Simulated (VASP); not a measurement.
Write the native input for VASP 6.6.1 that does the following.

```yaml
Task: relaxation of cell and atoms
Functional: PBE
Potentials_or_basis: VASP PAW PBE potentials, release 64 (Li_sv, Bi_d)
Cutoff: 600 eV
k_mesh: 4 × 4 × 4
Occupations: gaussian, width 0.1 eV
Spin: no spin polarisation
Dipole_correction: no
Further_INCAR_settings: ALGO = Normal; EDIFF = 1e-06; IBRION = 2; EDIFFG = -0.04; NSW = 90; ISIF = 3
```

The structure of Li2Bi lies in POSCAR:

```
Li2Bi
1.0
    0.0000000000      3.8139552711      3.8139552711
    3.8139552711      0.0000000000      3.8139552711
    3.8139552711      3.8139552711      0.0000000000
Li Bi
4 2
Direct
    0.6250000000      0.6250000000      0.6250000000
    0.1250000000      0.6250000000      0.6250000000
    0.6250000000      0.6250000000      0.1250000000
    0.6250000000      0.1250000000      0.6250000000
    0.0000000000      0.0000000000      0.0000000000
    0.2500000000      0.2500000000      0.2500000000
```

The input as run:

INCAR

```
  PREC = Accurate
  ENCUT = 600
  EDIFF = 1E-6
  ISMEAR = 0
  SIGMA = 0.1
  LREAL = F
  LASPH = T
  NELM = 80
  ALGO = Normal
  ISIF = 3
  LWAVE = F
  LCHARG = F
  GGA = PE
  IBRION = 2
  NSW = 90
  EDIFFG = -0.04
```

KPOINTS

```
regular mesh
0
Gamma
  4 4 4
```

Potentials or basis: VASP PAW PBE potentials, release 64 (Li_sv, Bi_d).

Launch:

```console
$ cat potpaw_PBE.64/Li_sv/POTCAR potpaw_PBE.64/Bi_d/POTCAR > POTCAR
$ mpirun -np 1 vasp_std > vasp.out
```

It gave:

The relaxed volume is 21.63 Å³/atom and the relaxed cell is a = 5.683 Å, b = 5.683 Å, c = 5.683 Å, α = 60.00°, β = 60.00°, γ = 60.00°. The space group after relaxing (to 0.05 Å) is Fd-3m (No. 227) and the energy gained by relaxing is 46.9 meV/atom. The ionic steps are 4. The pressure after relaxing is 0.0 GPa and the band gap on the k mesh is zero (band 21 reaches 6.00 eV, above the bottom of band 22 at 3.10 eV).

Caveat: the cutoff is under 1.25 times the usual one of these potentials, so pressure, stress and relaxed cells hold a basis-set (Pulay) error; the volume moved by over 15 % at a fixed basis, so the end points are rough; spin-orbit coupling is left out, which moves the levels of the heavy elements.

Wall time 60 s on 1 thread of Intel(R) Xeon(R) 6975P-C (Granite Rapids), with other jobs on the host, peak memory 0.34 GiB.
